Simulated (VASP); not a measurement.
A run of VASP 6.6.1:

File INCAR:

```
  PREC = Accurate
  ENCUT = 520
  EDIFF = 1E-7
  ISMEAR = 0
  SIGMA = 0.1
  LREAL = False
  LASPH = True
  NELM = 100
  ALGO = Normal
  ISIF = 2
  LWAVE = False
  LCHARG = False
  GGA = PE
  NBANDS = 22
```

File KPOINTS:

```
regular mesh
0
Gamma
  12 12 6
```

The input POSCAR:

```
MgC6
1.0
    4.2646903740      0.0000000000      0.0000000000
   -2.1323451870      3.6933302032      0.0000000000
    0.0000000000      0.0000000000      7.9302211239
Mg C
1 6
Direct
    0.0000000000      0.0000000000      0.0000000000
    0.3333219646      0.0000000000      0.5000000000
    0.6666780354      0.0000000000      0.5000000000
    0.0000000000      0.3333219646      0.5000000000
    0.0000000000      0.6666780354      0.5000000000
    0.6666780354      0.6666780354      0.5000000000
    0.3333219646      0.3333219646      0.5000000000
```

Potentials or basis: VASP PAW PBE potentials, release 64 (Mg, C).

Launch:

```console
$ cat potpaw_PBE.64/Mg/POTCAR potpaw_PBE.64/C/POTCAR > POTCAR
$ mpirun -np 1 vasp_std > vasp.out
```

Hardware: 1 thread of Intel(R) Xeon(R) Platinum 8488C (Sapphire Rapids), on a shared host.

Task: How long does it take, and how much memory?

Result: Wall time 2.3 min on 1 thread of Intel(R) Xeon(R) Platinum 8488C (Sapphire Rapids), with other jobs on the host, peak memory 0.34 GiB. Counts: scf iterations 16, k points 76.
